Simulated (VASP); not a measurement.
Input of a VASP 6.6.1 run:

The input INCAR:

```
PREC = Accurate ; ENCUT = 520
EDIFF = 1E-6 ; ISMEAR = 0
SIGMA = 0.02 ; LREAL = F
LASPH = T ; NELM = 100
ALGO = Normal ; ISIF = 2
LWAVE = F ; LCHARG = F
GGA = PS ; NBANDS = 36
```

KPOINTS

```
regular mesh
0
Gamma
  12 12 2
```

File POSCAR:

```
BN
1.0
    2.5465809693      0.0000000000      0.0000000000
   -1.2732904847      2.2054038122      0.0000000000
    0.0000000000      0.0000000000     12.5294668932
B N
6 6
Direct
    0.0000000000      0.0000000000     -0.0002746964
    0.3333333333      0.6666666667      0.1671160404
    0.6666666667      0.3333333333      0.3332252163
    0.0000000000      0.0000000000      0.4997253036
    0.6666666667      0.3333333333      0.6671160404
    0.3333333333      0.6666666667      0.8332252163
    0.0000000000      0.0000000000      0.1253732247
    0.3333333333      0.6666666667      0.2917009642
    0.6666666667      0.3333333333      0.4578592508
    0.0000000000      0.0000000000      0.6253732247
    0.6666666667      0.3333333333      0.7917009642
    0.3333333333      0.6666666667      0.9578592508
```

Potentials or basis: VASP PAW PBE potentials, release 64 (B, N).

Run with:

```bash
$ cat potpaw_PBE.64/B/POTCAR potpaw_PBE.64/N/POTCAR > POTCAR
$ mpirun -np 1 vasp_std > vasp.out
```

(1) What does it give for the pressure?

(2) What does it give for the band gap on the k mesh?

Answers

(1) 0.6 GPa.

(2) 5.03 eV, indirect (least direct gap 7.05 eV).

Caveat: the PAW data sets were made with another functional, which shifts forces and pressure a little.
